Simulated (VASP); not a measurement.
PtC3: single point with PBE

PtC3:

```
CELL_PARAMETERS angstrom
3.38747 0.00000 0.00000
0.00000 3.38747 0.00000
0.00000 0.00000 3.38747
ATOMIC_POSITIONS crystal
Pt 0.00000 0.00000 0.00000
C 0.00000 0.50000 0.50000
C 0.50000 0.00000 0.50000
C 0.50000 0.50000 0.00000
```

| Property | Result |
| --- | --- |
| Program | VASP 6.6.1 |
| Task | single point |
| Functional | PBE |
| Potentials or basis | VASP PAW PBE potentials, release 64 (Pt, C) |
| Cutoff | 520 eV |
| k mesh | 14 × 14 × 14 |
| Occupations | gaussian, width 0.1 eV |
| Spin | no spin polarisation |

```
Pressure               : -0.1 GPa
Band gap on the k mesh : zero (bands 11 and 12 overlap by 1.05 eV)
```

Levels at points of the mesh, in eV from the Fermi level:
```
           k point  band 8  band 9  band 10  band 11  band 12  band 13  band 14  band 15
(0.00, 0.00, 0.00)   -3.26   -3.26    -1.41    -1.41     0.80     0.80     0.80     3.35
(0.50, 0.00, 0.00)   -2.91   -1.28    -1.28    -0.18     0.71     0.71     0.75     3.69
(0.50, 0.50, 0.00)   -1.96   -1.91    -0.45    -0.34    -0.29    -0.29     3.40     3.40
(0.50, 0.50, 0.50)   -2.39   -2.39    -0.59    -0.59    -0.59     1.08     3.95     3.95
```

Run time: 31 s on 1 thread of Intel(R) Xeon(R) 6975P-C (Granite Rapids) (shared host), peak memory 0.22 GiB.

Caveat: spin-orbit coupling is left out, which moves the levels of the heavy elements.
